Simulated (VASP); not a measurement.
# NbH2 (Fm-3m) in VASP: notebook

NbH2 is run at these levels: PBEsol, BLYP, LDA; tasks: single point.

Program: VASP 6.6.1. These are calculated values, not measurements. Logs are shortened: lines on timing, memory, paths and dates and some standing lists are left out, and cuts for length are marked.

## (1) The cell of the first run

Symmetry: Fm-3m, No. 225, cubic system. Conventional cell: a = 4.563 Å, b = 4.563 Å, c = 4.563 Å, α = 90.00°, β = 90.00°, γ = 90.00°. Nb (site symmetry m-3m) has 8 H at 1.98 Å within 2.6 Å. Within 2.6 Å of H (site symmetry -43m) lie 4 Nb at 1.98 Å and 6 H at 2.28 Å.

## (2) Single point, PBEsol

INCAR

```
PREC = Accurate ; ENCUT = 500
EDIFF = 1E-6 ; ISMEAR = 1
SIGMA = 0.1 ; LREAL = False
LASPH = True ; NELM = 120
ALGO = Normal ; ISIF = 2
LWAVE = False ; LCHARG = True
GGA = PS ; LELF = True
LVHAR = True ; NBANDS = 14
GGA_COMPAT = False
```

KPOINTS

```
Automatic mesh
0
Gamma
  13 13 13
```

POSCAR

```
NbH2
1.0
    0.0000000000      2.2815000000      2.2815000000
    2.2815000000      0.0000000000      2.2815000000
    2.2815000000      2.2815000000      0.0000000000
Nb H
1 2
Direct
    0.0000000000      0.0000000000      0.0000000000
    0.2500000000      0.2500000000      0.2500000000
    0.7500000000      0.7500000000      0.7500000000
```

Potentials or basis: VASP PAW PBE potentials, release 64 (Nb_sv, H).

Started as:

```console
$ cat potpaw_PBE.64/Nb_sv/POTCAR potpaw_PBE.64/H/POTCAR > POTCAR
$ mpirun -np 1 vasp_std > vasp.out
```

OUTCAR:

```text
PREC = Accurate
   ENCUT = 500
   EDIFF = 1E-6
   ISMEAR = 1
   LREAL = False
   LASPH = True
   NELM = 120
   ISIF = 2
   GGA = PS

 ion  position               nearest neighbor table
   1  0.000  0.000  0.000-
   2  0.250  0.250  0.250-
   3  0.750  0.750  0.750-

  LATTYP: Found a face centered cubic cell.
 ALAT       =     4.5630000000

  Lattice vectors:

 A1 = (   0.0000000000,   2.2815000000,   2.2815000000)
 A2 = (   2.2815000000,   0.0000000000,   2.2815000000)
 A3 = (   2.2815000000,   2.2815000000,   0.0000000000)

Analysis of symmetry for initial positions (statically):
=====================================================================
 Subroutine PRICEL returns:
 Original cell was already a primitive cell.

 Routine SETGRP: Setting up the symmetry group for a
 face centered cubic supercell.

 Subroutine GETGRP returns: Found 48 space group operations
 (whereof 48 operations were pure point group operations)
 out of a pool of 48 trial point group operations.

The static configuration has the point symmetry O_h .

Analysis of symmetry for dynamics (positions and initial velocities):
=====================================================================
 Subroutine PRICEL returns:
 Original cell was already a primitive cell.

 Routine SETGRP: Setting up the symmetry group for a
 face centered cubic supercell.

 Subroutine GETGRP returns: Found 48 space group operations
 (whereof 48 operations were pure point group operations)
 out of a pool of 48 trial point group operations.

The dynamic configuration has the point symmetry O_h .

 Subroutine INISYM returns: Found 48 space group operations
 (whereof 48 operations are pure point group operations),
 and found     1 'primitive' translations

----------------------------------------------------------------------------------------

                                     Primitive cell

  volume of cell :      23.7515

  direct lattice vectors                    reciprocal lattice vectors
     0.000000000  2.281500000  2.281500000    -0.219154065  0.219154065  0.219154065
     2.281500000  0.000000000  2.281500000     0.219154065 -0.219154065  0.219154065
     2.281500000  2.281500000  0.000000000     0.219154065  0.219154065 -0.219154065

  length of vectors
     3.226528243  3.226528243  3.226528243     0.379585976  0.379585976  0.379585976

  position of ions in fractional coordinates (direct lattice)
     0.000000000  0.000000000  0.000000000
     0.250000000  0.250000000  0.250000000
     0.750000000  0.750000000  0.750000000

  ion indices of the primitive-cell ions
   primitive index   ion index
                 1           1
                 2           2
                 3           3

----------------------------------------------------------------------------------------

 KPOINTS: Automatic mesh

Automatic generation of k-mesh.
 Grid dimensions read from file:
 generate k-points for:   13   13   13

 Generating k-lattice:

  Cartesian coordinates                     Fractional coordinates (reciprocal lattice)
    -0.016858005  0.016858005  0.016858005     0.076923077  0.000000000  0.000000000
     0.016858005 -0.016858005  0.016858005     0.000000000  0.076923077  0.000000000
     0.016858005  0.016858005 -0.016858005     0.000000000  0.000000000  0.076923077

  Length of vectors
     0.029198921  0.029198921  0.029198921

  Shift w.r.t. Gamma in fractional coordinates (k-lattice)
     0.000000000  0.000000000  0.000000000

 Subroutine IBZKPT returns following result:
 ===========================================

 Found     84 irreducible k-points:

 Following reciprocal coordinates:
            Coordinates               Weight
  0.000000  0.000000  0.000000      1.000000
  0.076923  0.000000  0.000000      8.000000
  0.153846  0.000000  0.000000      8.000000
  0.230769  0.000000  0.000000      8.000000
  0.307692  0.000000  0.000000      8.000000
  0.384615  0.000000  0.000000      8.000000
[... 16 lines left out ...]
  0.384615  0.153846  0.000000     24.000000
  0.461538  0.153846  0.000000     24.000000
 [... further k-points ...]
   k-points           NKPTS =     84   k-points in BZ     NKDIM =     84   number of bands    NBANDS=     14
   number of dos      NEDOS =    301   number of ions     NIONS =      3
   total plane-waves  NPLWV =  13824
   dimension x,y,z NGX =    24 NGY =   24 NGZ =   24
   dimension x,y,z NGXF=    48 NGYF=   48 NGZF=   48
   ions per type =               1   2
   NGX,Y,Z   is equivalent  to a cutoff of  12.37, 12.37, 12.37 a.u.
   NGXF,Y,Z  is equivalent  to a cutoff of  24.73, 24.73, 24.73 a.u.
 SYSTEM =  unknown system
   PREC   = accura    normal or accurate (medium, high low for compatibility)
   ISTART =      0    job   : 0-new  1-cont  2-samecut
   ICHARG =      2    charge: 1-file 2-atom 10-const
   ISPIN  =      1    spin polarized calculation?
   LNONCOLLINEAR =      F non collinear calculations
   LSORBIT =      F    spin-orbit coupling
   LASPH  =      T    aspherical Exc in radial PAW
   ENCUT  =  500.0 eV  36.75 Ry    6.06 a.u.   5.88  5.88  5.88*2*pi/ulx,y,z
   NELM   =    120;   NELMIN=  2; NELMDL= -5     # of ELM steps
   EDIFF  = 0.1E-05   stopping-criterion for ELM
   LREAL  =      F    real-space projection
   EDIFFG = 0.1E-04   stopping-criterion for IOM
   NSW    =      0    number of steps for IOM
   IBRION =     -1    ionic relax: 0-MD 1-quasi-New 2-CG
   NFREE  =      0    steps in history (QN), initial steepest desc. (CG)
   ISIF   =      2    stress and relaxation
   ISYM   =      2    0-nonsym 1-usesym 2-fastsym
   POTIM  = 0.5000    time-step for ionic-motion
   TEBEG  =    0.0;   TEEND  =   0.0 temperature during run
   PSTRESS=    0.0 pullay stress
   NELECT =      15.0000    total number of electrons
   NUPDOWN=      -1.0000    fix difference up-down
   EMIN   =  10.00;   EMAX   =-10.00  energy-range for DOS
   EFERMI =   0.00;   METHOD = LEGACY
   ISMEAR =     1;   SIGMA  =   0.10  broadening in eV -4-tet -1-fermi 0-gaus
   EFERMI_NEDOS =   21; number of points for ismear=-14 and -15
   IALGO  =     38    algorithm
   IMIX   =      4    mixing-type and parameters
     AMIX     =   0.40;   BMIX     =  1.00
     AMIX_MAG =   1.60;   BMIX_MAG =  1.00
  volume/ion in A,a.u.               =       7.92        53.43
  Fermi-wavevector in a.u.,A,eV,Ry     =   1.404564  2.654241 26.841563  1.972799
  Thomas-Fermi vector in A             =   2.527113
   LORBIT       =      0    0 simple, 1 ext, 2 COOP (PROOUT), +10 PAW based schemes
   GGA     = PS    functional components
   LHFCALC =     F    Hartree Fock is set to
   AEXX    =    0.0000 exact exchange contribution
   IVDW    =     0    specifies the selected vdW correction
   LEPSILON=     F    determine dielectric tensor
   LRPA    =     F    only Hartree local field effects (RPA)
 non-spin polarized calculation
 Methfessel and Paxton  Order N= 1 SIGMA  =   0.10
  energy-cutoff  :      500.00
  volume of cell :       23.75
 maximum number of plane-waves:       620
   NGX = 11   NGY = 11   NGZ = 11

 number of electron      15.0000000 magnetization

 Free energy of the ion-electron system (eV)
  ---------------------------------------------------
  ext. energy  EPLUGINS =         0.00000000
  ---------------------------------------------------
  free energy    TOTEN  =       -18.48655040 eV

  energy without entropy =      -18.48584554  energy(sigma->0) =      -18.48631545

 E-fermi :   9.8251     XC(G=0): -12.1631

 val. band max:        9.8230884042   @ k =   0.2308   0.1538   0.0000
 cond. band min:       9.8321870393   @ k =  -0.4615   0.2308   0.0000
 fundamental gap:      0.0090986350
 Fermi energy:         9.8251364856

 k-point     1 :       0.0000    0.0000    0.0000
  band No.  band energies     occupation
      1     -45.4694      2.00000
      2     -21.2652      2.00000
      3     -21.2652      2.00000
      4     -21.2652      2.00000
      5      -0.8370      2.00000
      6       8.4805      2.00000
      7       8.4805      2.00000
      8       8.4805      2.00000
      9       8.7788      2.00000
     10      11.1093     -0.00000
     11      11.1093     -0.00000
     12      22.1388      0.00000
     13      23.1579      0.00000
     14      23.1579      0.00000

 k-point     2 :       0.0769    0.0000    0.0000
  band No.  band energies     occupation
      1     -45.4645      2.00000
      2     -21.3067      2.00000
      3     -21.2702      2.00000
      4     -21.2702      2.00000
      5      -0.6746      2.00000
      6       7.1300      2.00000
      7       8.5628      2.00000
      8       8.5628      2.00000
      9      10.3276     -0.00000
     10      11.0406     -0.00000
     11      11.0406     -0.00000
     12      20.7955      0.00000
     13      23.4784      0.00000
     14      23.4784      0.00000

 k-point     3 :       0.1538    0.0000    0.0000
  band No.  band energies     occupation
      1     -45.4510      2.00000
      2     -21.4203      2.00000
      3     -21.2841      2.00000
      4     -21.2841      2.00000
      5      -0.2205      2.00000
      6       5.9065      2.00000
      7       8.7590      2.00000
      8       8.7590      2.00000
      9      10.9220     -0.00000
     10      10.9220     -0.00000
     11      12.1063      0.00000
     12      19.3679      0.00000
     13      24.3776      0.00000
     14      24.3776      0.00000

 k-point     4 :       0.2308    0.0000    0.0000
  band No.  band energies     occupation
      1     -45.4319      2.00000
      2     -21.5771      2.00000
      3     -21.3036      2.00000
      4     -21.3036      2.00000
      5       0.4181      2.00000
      6       5.0181      2.00000
      7       8.9069      2.00000
      8       8.9069      2.00000
      9      10.9838     -0.00000
     10      10.9838     -0.00000
     11      13.7340      0.00000
     12      18.3781      0.00000
     13      23.0656      0.00000
     14      25.6827      0.00000

 k-point     5 :       0.3077    0.0000    0.0000
  band No.  band energies     occupation
      1     -45.4116      2.00000
      2     -21.7393      2.00000
      3     -21.3242      2.00000
      4     -21.3242      2.00000
      5       1.0329      2.00000
      6       4.5748      2.00000
      7       8.8703      2.00000
      8       8.8703      2.00000
      9      11.3896     -0.00000
     10      11.3896     -0.00000
     11      14.7169      0.00000
[... 276 lines left out ...]
 k-point    22 :       0.3077    0.1538    0.0000
  band No.  band energies     occupation
      1     -45.4125      2.00000
      2     -21.6546      2.00000
      3     -21.3633      2.00000
      4     -21.3624      2.00000
      5       1.1849      2.00000
      6       4.1789      2.00000
      7       8.6497      2.00000
      8       9.4230      2.00000
      9      10.3713     -0.00000
     10      11.8401      0.00000
     11      15.3338      0.00000
     12      18.8281      0.00000
     13      21.0517      0.00000
     14      22.9083      0.00000

 k-point    23 :       0.3846    0.1538    0.0000
  band No.  band energies     occupation
      1     -45.3948      2.00000
      2     -21.7790      2.00000
      3     -21.3973      2.00000
      4     -21.3786      2.00000
      5       1.7347      2.00000
      6       3.9900      2.00000
      7       8.2206      2.00000
      8       9.3769      2.00000
      9      11.2091     -0.00000
     10      12.2672      0.00000
     11      16.1010      0.00000
     12      18.0513      0.00000
     13      19.8168      0.00000
     14      22.0680      0.00000

 k-point    24 :       0.4615    0.1538    0.0000
  band No.  band energies     occupation
      1     -45.3816      2.00000
      2     -21.8678      2.00000
      3     -21.4312      2.00000
      4     -21.3846      2.00000
      5       1.9533      2.00000
      6       4.2191      2.00000
      7       7.9588      2.00000
      8       9.2561      2.00000
      9      12.1327      0.00000
     10      12.5450      0.00000
     11      16.0169      0.00000
     12      16.9519      0.00000
     13      19.7900      0.00000
     14      21.5240      0.00000

 [... further k-points ...]

------------------------ aborting loop because EDIFF is reached ----------------------------------------

  FORCE on cell =-STRESS in cart. coord.  units (eV):
  Direction    XX          YY          ZZ          XY          YZ          ZX
  --------------------------------------------------------------------------------------
  -------------------------------------------------------------------------------------
  Total       -0.8720656     -0.8720656     -0.8720656      0.0000000     -0.0000000      0.0000000
  in kB      -58.8258624    -58.8258624    -58.8258624      0.0000000     -0.0000000      0.0000000
  external PRESSURE =     -58.8258624 kB  Pullay stress =       0.0000000 kB

 VOLUME and BASIS-vectors are now :
 -----------------------------------------------------------------------------
  energy-cutoff  :      500.00
  volume of cell :       23.75
      direct lattice vectors                 reciprocal lattice vectors
     0.000000000  2.281500000  2.281500000    -0.219154065  0.219154065  0.219154065
     2.281500000  0.000000000  2.281500000     0.219154065 -0.219154065  0.219154065
     2.281500000  2.281500000  0.000000000     0.219154065  0.219154065 -0.219154065

 POSITION                                       TOTAL-FORCE (eV/Angst)
 -----------------------------------------------------------------------------------
      0.00000      0.00000      0.00000        -0.000000     -0.000000      0.000000
      1.14075      1.14075      1.14075         0.000000      0.000000      0.000000
      3.42225      3.42225      3.42225        -0.000000     -0.000000     -0.000000
 -----------------------------------------------------------------------------------
    total drift:                               -0.000000      0.000000      0.000000

  FREE ENERGIE OF THE ION-ELECTRON SYSTEM (eV)
  ---------------------------------------------------
  free  energy   TOTEN  =       -18.4865504008 eV

  energy  without entropy=      -18.4858455410  energy(sigma->0) =      -18.48631545
```

Run time: 18 s. Hardware: 1 thread of AMD EPYC 7R13 (Zen 3), shared host; peak memory 0.12 GiB.

Results:

```yaml
Free_energy: -18.4866 eV
Pressure: -5.9 GPa
Band_gap_on_the_k_mesh: zero (an odd number of electrons rules out a gap without spin polarisation)
```

Caveat: the cell stands under tension; the PAW data sets were made with another functional, which shifts forces and pressure a little.

## (3) Single point, BLYP

INCAR

```
SYSTEM = NbH2
PREC = Accurate
ENCUT = 500
EDIFF = 1E-6
ISMEAR = 1
SIGMA = 0.1
LREAL = .FALSE.
LASPH = .TRUE.
NELM = 120
ALGO = Normal
ISIF = 2
LWAVE = .FALSE.
LCHARG = .FALSE.
GGA = B5
ALDAX = 1.0
AGGAX = 1.0
AGGAC = 1.0
ALDAC = 0.0
NBANDS = 14
GGA_COMPAT = .FALSE.
```

KPOINTS

```
regular mesh
0
G
  13 13 13
  0 0 0
```

POSCAR is that of step 2.

Potentials or basis: VASP PAW PBE potentials, release 64 (Nb_sv, H).

Started as:

```console
$ cat potpaw_PBE.64/Nb_sv/POTCAR potpaw_PBE.64/H/POTCAR > POTCAR
$ mpirun -np 1 vasp_std > vasp.out
```

Run time: 26 s. Hardware: 1 thread of AMD EPYC 7R13 (Zen 3), shared host; peak memory 0.12 GiB.

It converged, with:

```yaml
Free_energy: -16.1769 eV
Pressure: 6.3 GPa
Band_gap_on_the_k_mesh: zero (an odd number of electrons rules out a gap without spin polarisation)
```

Levels at points of the mesh, in eV from the Fermi level:
| k point | band 4 | band 5 | band 6 | band 7 | band 8 | band 9 | band 10 | band 11 | band 12 | band 13 |
| --- | --- | --- | --- | --- | --- | --- | --- | --- | --- | --- |
| (0.00, 0.00, 0.00) | -31.22 | -10.63 | -1.54 | -1.30 | -1.30 | -1.30 | 1.19 | 1.19 | 12.32 | 13.64 |

Caveat: the cell stands under pressure; the PAW data sets were made with another functional, which shifts forces and pressure a little.

## (4) Single point, LDA

INCAR

```
ALGO     = Normal         # electronic algorithm
EDIFF    = 1E-6           # SCF threshold, eV
ENCUT    = 500            # plane-wave cutoff, eV
GGA      = CA             # functional
GGA_COMPAT= False        
ISIF     = 2              # what is computed and relaxed
ISMEAR   = 1              # smearing method
LASPH    = True           # aspherical terms in the spheres
LCHARG   = False          # write CHGCAR
LREAL    = False          # projectors in reciprocal space
LWAVE    = False          # write WAVECAR
NBANDS   = 14             # bands
NELM     = 120            # most SCF steps
PREC     = Accurate       # precision mode
SIGMA    = 0.1            # smearing width, eV
```

KPOINTS

```
k-points
0
Gamma
  13 13 13
```

POSCAR is that of step 3.

Potentials or basis: VASP PAW LDA potentials, release 64 (Nb_sv, H).

Started as:

```console
$ cat potpaw_LDA.64/Nb_sv/POTCAR potpaw_LDA.64/H/POTCAR > POTCAR
$ mpirun -np 1 vasp_std > vasp.out
```

Wall time 17 s (1 thread of AMD EPYC 7R13 (Zen 3), shared host); peak memory 0.11 GiB.

Results (log left out):

```
Free energy            : -19.2540 eV
Pressure               : -8.4 GPa
Band gap on the k mesh : zero (an odd number of electrons rules out a gap without spin polarisation)
```

Levels at points of the mesh, in eV from the Fermi level:
```csv
k point,band 5,band 6,band 7,band 8,band 9,band 10,band 11,band 12
"(0.00, 0.00, 0.00)",-10.59,-1.34,-1.34,-1.34,-0.97,1.27,1.27,12.45
```

Caveat: the cell stands under tension.

## (5) The runs side by side

```csv
level,potentials or basis,gap on the mesh (eV),pressure (GPa)
PBEsol,"VASP PAW PBE potentials, release 64 (Nb_sv, H)",none,-5.9
BLYP,"VASP PAW PBE potentials, release 64 (Nb_sv, H)",none,6.3
LDA,"VASP PAW LDA potentials, release 64 (Nb_sv, H)",none,-8.4
```

Alike in all rows: task single point; no spin polarisation; cell as given; k mesh 13 × 13 × 13; cutoff (eV) 500; smearing methfessel-paxton 0.1 eV.

Caveats: the cell stands under tension (at least some runs); the PAW data sets were made with another functional, which shifts forces and pressure a little (at least some runs); the cell stands under pressure (at least some runs).

Total energies depend on the potentials used, so only differences within one code and one set of settings carry meaning.
